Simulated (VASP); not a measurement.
# Ti (P6_3/mmc) in VASP: further runs

Ti is run at these levels: PBE; tasks: single point.

Program: VASP 6.6.1. These are calculated values, not measurements. Logs are shortened: lines on timing, memory, paths and dates and some standing lists are left out, and cuts for length are marked.

### Step 1. The cell of the first run

It takes space group P6_3/mmc (No. 194, hexagonal). Conventional cell: a = 2.970 Å, b = 2.970 Å, c = 4.717 Å, α = 90.00°, β = 90.00°, γ = 120.00°. Ti (site symmetry -6m2) has 12 Ti at 2.92 to 2.97 Å within 3.8 Å.

### Step 2. Single point, PBE (18.01 Å³/atom)

Input file INCAR:

```
  PREC = Accurate
  ENCUT = 520
  EDIFF = 1E-7
  ISMEAR = -1
  SIGMA = 0.08
  LREAL = F
  LASPH = T
  NELM = 100
  ALGO = Normal
  ISIF = 2
  LWAVE = F
  LCHARG = T
  GGA = PE
  LELF = T
  LVHAR = T
  NBANDS = 19
```

Input file KPOINTS:

```
Automatic mesh
0
Gamma
  13 13 7
```

Input file POSCAR:

```
Ti
1.0
    2.9695348394      0.0000000000      0.0000000000
   -1.4847674197      2.5716926084      0.0000000000
    0.0000000000      0.0000000000      4.7170340170
Ti
2
Direct
    0.3333333333      0.6666666667      0.2500000000
    0.6666666667      0.3333333333      0.7500000000
```

Potentials or basis: VASP PAW PBE potentials, release 64 (Ti_sv).

Started as:

```bash
$ cat potpaw_PBE.64/Ti_sv/POTCAR > POTCAR
$ mpirun -np 1 vasp_std > vasp.out
```

OUTCAR:

```text
PREC = Accurate
   ENCUT = 520
   EDIFF = 1E-7
   ISMEAR = -1
   LREAL = F
   LASPH = T
   NELM = 100
   ISIF = 2
   GGA = PE

 ion  position               nearest neighbor table
   1  0.333  0.667  0.250-   2 2.92   2 2.92   2 2.92   2 2.92   2 2.92   2 2.92
   2  0.667  0.333  0.750-   1 2.92   1 2.92   1 2.92   1 2.92   1 2.92   1 2.92

  LATTYP: Found a hexagonal cell.
 ALAT       =     2.9695348394
 C/A-ratio  =     1.5884757284

  Lattice vectors:

 A1 = (   2.9695348394,   0.0000000000,   0.0000000000)
 A2 = (  -1.4847674197,   2.5716926084,   0.0000000000)
 A3 = (   0.0000000000,   0.0000000000,   4.7170340170)

Analysis of symmetry for initial positions (statically):
=====================================================================
 Subroutine PRICEL returns:
 Original cell was already a primitive cell.

 Routine SETGRP: Setting up the symmetry group for a
 hexagonal supercell.

 Subroutine GETGRP returns: Found 24 space group operations
 (whereof 12 operations were pure point group operations)
 out of a pool of 24 trial point group operations.

The static configuration has the point symmetry D_3d.
 The point group associated with its full space group is D_6h.

Analysis of symmetry for dynamics (positions and initial velocities):
=====================================================================
 Subroutine PRICEL returns:
 Original cell was already a primitive cell.

 Routine SETGRP: Setting up the symmetry group for a
 hexagonal supercell.

 Subroutine GETGRP returns: Found 24 space group operations
 (whereof 12 operations were pure point group operations)
 out of a pool of 24 trial point group operations.

The dynamic configuration has the point symmetry D_3d.
 The point group associated with its full space group is D_6h.

 Subroutine INISYM returns: Found 24 space group operations
 (whereof 12 operations are pure point group operations),
 and found     1 'primitive' translations

----------------------------------------------------------------------------------------

                                     Primitive cell

  volume of cell :      36.0227

  direct lattice vectors                    reciprocal lattice vectors
     2.969534839  0.000000000  0.000000000     0.336753079  0.194424481  0.000000000
    -1.484767420  2.571692608  0.000000000     0.000000000  0.388848961  0.000000000
     0.000000000  0.000000000  4.717034017     0.000000000  0.000000000  0.211997623

  length of vectors
     2.969534839  2.969534839  4.717034017     0.388848961  0.388848961  0.211997623

  position of ions in fractional coordinates (direct lattice)
     0.333333333  0.666666667  0.250000000
     0.666666667  0.333333333  0.750000000

  ion indices of the primitive-cell ions
   primitive index   ion index
                 1           1
                 2           2

----------------------------------------------------------------------------------------

 KPOINTS: Automatic mesh

Automatic generation of k-mesh.
 Grid dimensions read from file:
 generate k-points for:   13   13    7

 Generating k-lattice:

  Cartesian coordinates                     Fractional coordinates (reciprocal lattice)
     0.025904083  0.014955729  0.000000000     0.076923077 -0.000000000  0.000000000
     0.000000000  0.029911459  0.000000000     0.000000000  0.076923077  0.000000000
     0.000000000  0.000000000  0.030285375     0.000000000  0.000000000  0.142857143

  Length of vectors
     0.029911459  0.029911459  0.030285375

  Shift w.r.t. Gamma in fractional coordinates (k-lattice)
     0.000000000  0.000000000  0.000000000

 Subroutine IBZKPT returns following result:
 ===========================================

 Found     84 irreducible k-points:

 Following reciprocal coordinates:
            Coordinates               Weight
  0.000000  0.000000  0.000000      1.000000
  0.076923  0.000000  0.000000      6.000000
  0.153846  0.000000  0.000000      6.000000
  0.230769  0.000000  0.000000      6.000000
  0.307692  0.000000  0.000000      6.000000
  0.384615  0.000000  0.000000      6.000000
[... 16 lines left out ...]
  0.076923  0.000000  0.142857     12.000000
  0.153846  0.000000  0.142857     12.000000
 [... further k-points ...]
   k-points           NKPTS =     84   k-points in BZ     NKDIM =     84   number of bands    NBANDS=     19
   number of dos      NEDOS =    301   number of ions     NIONS =      2
   total plane-waves  NPLWV =  20736
   dimension x,y,z NGX =    24 NGY =   24 NGZ =   36
   dimension x,y,z NGXF=    48 NGYF=   48 NGZF=   72
   ions per type =               2
   NGX,Y,Z   is equivalent  to a cutoff of  13.44, 13.44, 12.69 a.u.
   NGXF,Y,Z  is equivalent  to a cutoff of  26.87, 26.87, 25.38 a.u.
 SYSTEM =  unknown system
   PREC   = accura    normal or accurate (medium, high low for compatibility)
   ISTART =      0    job   : 0-new  1-cont  2-samecut
   ICHARG =      2    charge: 1-file 2-atom 10-const
   ISPIN  =      1    spin polarized calculation?
   LNONCOLLINEAR =      F non collinear calculations
   LSORBIT =      F    spin-orbit coupling
   LASPH  =      T    aspherical Exc in radial PAW
   ENCUT  =  520.0 eV  38.22 Ry    6.18 a.u.   5.52  5.52  8.77*2*pi/ulx,y,z
   NELM   =    100;   NELMIN=  2; NELMDL= -5     # of ELM steps
   EDIFF  = 0.1E-06   stopping-criterion for ELM
   LREAL  =      F    real-space projection
   EDIFFG = 0.1E-05   stopping-criterion for IOM
   NSW    =      0    number of steps for IOM
   IBRION =     -1    ionic relax: 0-MD 1-quasi-New 2-CG
   NFREE  =      0    steps in history (QN), initial steepest desc. (CG)
   ISIF   =      2    stress and relaxation
   ISYM   =      2    0-nonsym 1-usesym 2-fastsym
   POTIM  = 0.5000    time-step for ionic-motion
   TEBEG  =    0.0;   TEEND  =   0.0 temperature during run
   PSTRESS=    0.0 pullay stress
   NELECT =      24.0000    total number of electrons
   NUPDOWN=      -1.0000    fix difference up-down
   EMIN   =  10.00;   EMAX   =-10.00  energy-range for DOS
   EFERMI =   0.00;   METHOD = LEGACY
   ISMEAR =    -1;   SIGMA  =   0.08  broadening in eV -4-tet -1-fermi 0-gaus
   EFERMI_NEDOS =   21; number of points for ismear=-14 and -15
   IALGO  =     38    algorithm
   IMIX   =      4    mixing-type and parameters
     AMIX     =   0.40;   BMIX     =  1.00
     AMIX_MAG =   1.60;   BMIX_MAG =  1.00
  volume/ion in A,a.u.               =      18.01       121.55
  Fermi-wavevector in a.u.,A,eV,Ry     =   1.429837  2.701999 27.816196  2.044433
  Thomas-Fermi vector in A             =   2.549747
   LORBIT       =      0    0 simple, 1 ext, 2 COOP (PROOUT), +10 PAW based schemes
   GGA     = PE    functional components
   LHFCALC =     F    Hartree Fock is set to
   AEXX    =    0.0000 exact exchange contribution
   IVDW    =     0    specifies the selected vdW correction
   LEPSILON=     F    determine dielectric tensor
   LRPA    =     F    only Hartree local field effects (RPA)
 non-spin polarized calculation
  energy-cutoff  :      520.00
  volume of cell :       36.02
 maximum number of plane-waves:      1002
 NGX is ok and might be reduce to    24
   NGX = 11   NGY = 11   NGZ = 17

 number of electron      24.0000001 magnetization

 Free energy of the ion-electron system (eV)
  ---------------------------------------------------
  ext. energy  EPLUGINS =         0.00000000
  ---------------------------------------------------
  free energy    TOTEN  =       -15.67876600 eV

  energy without entropy =      -15.62901752  energy(sigma->0) =      -15.65389176

 E-fermi :   7.9456     XC(G=0): -11.3270

 val. band max:        7.9440845946   @ k =   0.3077   0.2308   0.4286
 cond. band min:       7.9487886511   @ k =   0.2308   0.2308   0.4286
 fundamental gap:      0.0047040566
 Fermi energy:         7.9456080826

 k-point     1 :       0.0000    0.0000    0.0000
  band No.  band energies     occupation
      1     -48.9607      2.00000
      2     -48.8442      2.00000
      3     -25.5047      2.00000
      4     -24.9341      2.00000
      5     -24.9341      2.00000
      6     -24.8795      2.00000
[... 11 lines left out ...]
     18       9.5323      0.00000
     19      10.9740      0.00000

 k-point     2 :       0.0769    0.0000    0.0000
  band No.  band energies     occupation
      1     -48.9557      2.00000
      2     -48.8422      2.00000
      3     -25.4932      2.00000
      4     -24.9577      2.00000
      5     -24.9419      2.00000
      6     -24.8844      2.00000
[... 11 lines left out ...]
     18       9.4453      0.00000
     19      11.0197      0.00000

 k-point     3 :       0.1538    0.0000    0.0000
  band No.  band energies     occupation
      1     -48.9415      2.00000
      2     -48.8368      2.00000
      3     -25.4602      2.00000
      4     -25.0237      2.00000
      5     -24.9633      2.00000
      6     -24.9372      2.00000
[... 11 lines left out ...]
     18       9.5652      0.00000
     19      11.1198      0.00000

 k-point     4 :       0.2308    0.0000    0.0000
  band No.  band energies     occupation
      1     -48.9208      2.00000
      2     -48.8299      2.00000
      3     -25.4097      2.00000
      4     -25.1176      2.00000
      5     -25.0293      2.00000
      6     -24.9922      2.00000
[... 11 lines left out ...]
     18       9.9944      0.00000
     19      11.2195      0.00000

 k-point     5 :       0.3077    0.0000    0.0000
  band No.  band energies     occupation
      1     -48.8972      2.00000
      2     -48.8240      2.00000
      3     -25.3483      2.00000
      4     -25.2181      2.00000
      5     -25.1239      2.00000
      6     -25.0219      2.00000
[... 11 lines left out ...]
     18      10.4972      0.00000
     19      11.2934      0.00000
[... 334 lines left out ...]
      2     -48.8278      2.00000
      3     -25.2783      2.00000
      4     -25.1935      2.00000
      5     -25.1613      2.00000
      6     -25.1566      2.00000
[... 11 lines left out ...]
     18      11.1022      0.00000
     19      13.2116      0.00000

 k-point    22 :       0.0000    0.0000    0.1429
  band No.  band energies     occupation
      1     -48.9550      2.00000
      2     -48.8500      2.00000
      3     -25.4749      2.00000
      4     -24.9297      2.00000
      5     -24.9297      2.00000
      6     -24.9116      2.00000
[... 11 lines left out ...]
     18       9.7055      0.00000
     19      10.9801      0.00000

 k-point    23 :       0.0769    0.0000    0.1429
  band No.  band energies     occupation
      1     -48.9501      2.00000
      2     -48.8479      2.00000
      3     -25.4648      2.00000
      4     -24.9528      2.00000
      5     -24.9373      2.00000
      6     -24.9234      2.00000
[... 11 lines left out ...]
     18       9.6612      0.00000
     19      11.0171      0.00000

 k-point    24 :       0.1538    0.0000    0.1429
  band No.  band energies     occupation
      1     -48.9364      2.00000
      2     -48.8420      2.00000
      3     -25.4364      2.00000
      4     -25.0171      2.00000
      5     -24.9717      2.00000
      6     -24.9581      2.00000
[... 11 lines left out ...]
     18       9.6706      0.00000
     19      11.0972      0.00000

 [... further k-points ...]

------------------------ aborting loop because EDIFF is reached ----------------------------------------

  FORCE on cell =-STRESS in cart. coord.  units (eV):
  Direction    XX          YY          ZZ          XY          YZ          ZX
  --------------------------------------------------------------------------------------
  -------------------------------------------------------------------------------------
  Total       -0.8260050     -0.8260050     -0.9206932      0.0000000      0.0000000      0.0000000
  in kB      -36.7381050    -36.7381050    -40.9495388      0.0000000      0.0000000      0.0000000
  external PRESSURE =     -38.1419163 kB  Pullay stress =       0.0000000 kB

 VOLUME and BASIS-vectors are now :
 -----------------------------------------------------------------------------
  energy-cutoff  :      520.00
  volume of cell :       36.02
      direct lattice vectors                 reciprocal lattice vectors
     2.969534839  0.000000000  0.000000000     0.336753079  0.194424481  0.000000000
    -1.484767420  2.571692608  0.000000000     0.000000000  0.388848961  0.000000000
     0.000000000  0.000000000  4.717034017     0.000000000  0.000000000  0.211997623

 POSITION                                       TOTAL-FORCE (eV/Angst)
 -----------------------------------------------------------------------------------
     -0.00000      1.71446      1.17926         0.000000      0.000000      0.000000
      1.48477      0.85723      3.53778        -0.000000     -0.000000      0.000000
 -----------------------------------------------------------------------------------
    total drift:                               -0.000000      0.000000     -0.000000

  FREE ENERGIE OF THE ION-ELECTRON SYSTEM (eV)
  ---------------------------------------------------
  free  energy   TOTEN  =       -15.6787660025 eV

  energy  without entropy=      -15.6290175234  energy(sigma->0) =      -15.65389176
```

It took 81 s on 1 thread of Intel Xeon 8259CL, shared host; peak memory 0.18 GiB.

What came out:

```yaml
Free_energy: -15.6788 eV
Pressure: -3.8 GPa
Band_gap_on_the_k_mesh: zero (bands 12 and 13 overlap by 1.07 eV)
```

Caveat: the cell stands under tension.

### Step 3. Single point, PBE (18.36 Å³/atom)

This run uses another cell than the first one, of 18.36 Å³/atom.

Input file INCAR:

```
SYSTEM = Ti
  PREC = Accurate
  ENCUT = 520
  EDIFF = 1E-7
  ISMEAR = -1
  SIGMA = 0.08
  LREAL = .FALSE.
  LASPH = .TRUE.
  NELM = 60
  ALGO = Normal
  ISIF = 2
  LWAVE = .FALSE.
  LCHARG = .FALSE.
  GGA = PE
  NBANDS = 19
```

Input file KPOINTS:

```
regular mesh
0
G
  13 13 7
  0 0 0
```

Input file POSCAR:

```
Ti
1.0
    2.9888180735      0.0000000000      0.0000000000
   -1.4944090368      2.5883923789      0.0000000000
    0.0000000000      0.0000000000      4.7476649663
Ti
2
Direct
    0.3333333333      0.6666666667      0.2500000000
    0.6666666667      0.3333333333      0.7500000000
```

Potentials or basis: VASP PAW PBE potentials, release 64 (Ti_sv).

Started as:

```bash
$ cat potpaw_PBE.64/Ti_sv/POTCAR > POTCAR
$ mpirun -np 1 vasp_std > vasp.out
```

Run time: 79 s. Hardware: 1 thread of Intel Xeon 8259CL, shared host; peak memory 0.18 GiB.

The run converged. Its results:

```yaml
Free_energy: -15.6582 eV
Pressure: -5.6 GPa
Band_gap_on_the_k_mesh: zero (bands 12 and 13 overlap by 1.04 eV)
```

Stress tensor (GPa, compression positive):
```
-5.48  0.00  0.00
 0.00 -5.48  0.00
 0.00  0.00 -5.92
```

Levels at points of the mesh, in eV from the Fermi level:
```
           k point  band 10  band 11  band 12  band 13  band 14  band 15
(0.00, 0.00, 0.00)    -2.55     0.62     0.76     0.76     0.84     1.21
```

Caveat: the cell stands under tension.
